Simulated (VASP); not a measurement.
Write the native input for VASP 6.6.1 that does the following.

```
Task                   : single point
Functional             : r2SCAN
Potentials or basis    : VASP PAW PBE potentials, release 64 (Ir)
Cutoff                 : 520 eV
k mesh                 : 10 × 10 × 13
Occupations            : fermi-dirac, width 0.05 eV
Spin                   : collinear spin
Starting moments       : [1.0, 1.0, 1.0] μB
Dipole correction      : no
Further INCAR settings : ALGO = Normal; EDIFF = 1e-06; NBANDS = 24
```

Crystal: Ir.

```
Ir
1.0
     4.28929    0.00000    0.00000
    -2.14464    3.71463    0.00000
     0.00000    0.00000    2.64761
Ir
3
Cartesian
  -2.1446 3.7146 0.0000
  0.0000 2.4764 1.3238
  2.1446 1.2382 1.3238
```

This isn't the form of Ir at room conditions, which is fcc.

The input as run:

POSCAR

```
Ir
1.0
    4.2892860470      0.0000000000      0.0000000000
   -2.1446430235      3.7146306808      0.0000000000
    0.0000000000      0.0000000000      2.6476067705
Ir
3
Direct
    0.0000000000      1.0000000000      0.0000000000
    0.3333333333      0.6666666667      0.5000000000
    0.6666666667      0.3333333333      0.5000000000
```

INCAR.step1

```
PREC     = Accurate       # precision mode
ENCUT    = 520            # plane-wave cutoff, eV
ISMEAR   = -1             # smearing method
SIGMA    = 0.05           # smearing width, eV
LREAL    = F              # projectors in reciprocal space
LASPH    = T              # aspherical terms in the spheres
NELM     = 150            # most SCF steps
ISPIN    = 2              # spin polarisation
MAGMOM   = 1 1 1          # initial moments
LMAXMIX  = 4              # l up to which the mixer works
NBANDS   = 24             # bands
GGA      = PE             # functional
ALGO     = Normal         # electronic algorithm
EDIFF    = 1E-4           # SCF threshold, eV
LWAVE    = T              # write WAVECAR
LCHARG   = F              # write CHGCAR
```

INCAR.step2

```
PREC     = Accurate       # precision mode
ENCUT    = 520            # plane-wave cutoff, eV
EDIFF    = 1E-6           # SCF threshold, eV
ISMEAR   = -1             # smearing method
SIGMA    = 0.05           # smearing width, eV
LREAL    = F              # projectors in reciprocal space
LASPH    = T              # aspherical terms in the spheres
NELM     = 150            # most SCF steps
ALGO     = Normal         # electronic algorithm
ISIF     = 2              # what is computed and relaxed
LWAVE    = F              # write WAVECAR
LCHARG   = T              # write CHGCAR
ISPIN    = 2              # spin polarisation
MAGMOM   = 1 1 1          # initial moments
LORBIT   = 11             # projections on sites
LMAXMIX  = 4              # l up to which the mixer works
METAGGA  = R2SCAN         # meta-GGA
LMIXTAU  = T            
LELF     = T              # ELF
LVHAR    = T            
NBANDS   = 24             # bands
ISTART   = 1
```

KPOINTS

```
regular mesh
0
Gamma
  10 10 13
```

Potentials or basis: VASP PAW PBE potentials, release 64 (Ir).

The run is started by

```sh
$ cat potpaw_PBE.64/Ir/POTCAR > POTCAR
$ cp INCAR.step1 INCAR
$ mpirun -np 1 vasp_std > vasp.out
$ cp INCAR.step2 INCAR
$ mpirun -np 1 vasp_std > vasp.out
```

Results of the run:

```
Pressure                                              : 18.6 GPa
Net moment                                            : 0.00 μB per cell
Valence electrons inside the program's atomic spheres : Ir 8.32, 8.55 (each value once)
```

Caveat: the cell stands under pressure; the PAW data sets were made with another functional, which shifts forces and pressure a little.

Run time: 9.7 min on 1 thread of Intel Xeon 8259CL, with other jobs on the host, peak memory 0.28 GiB.
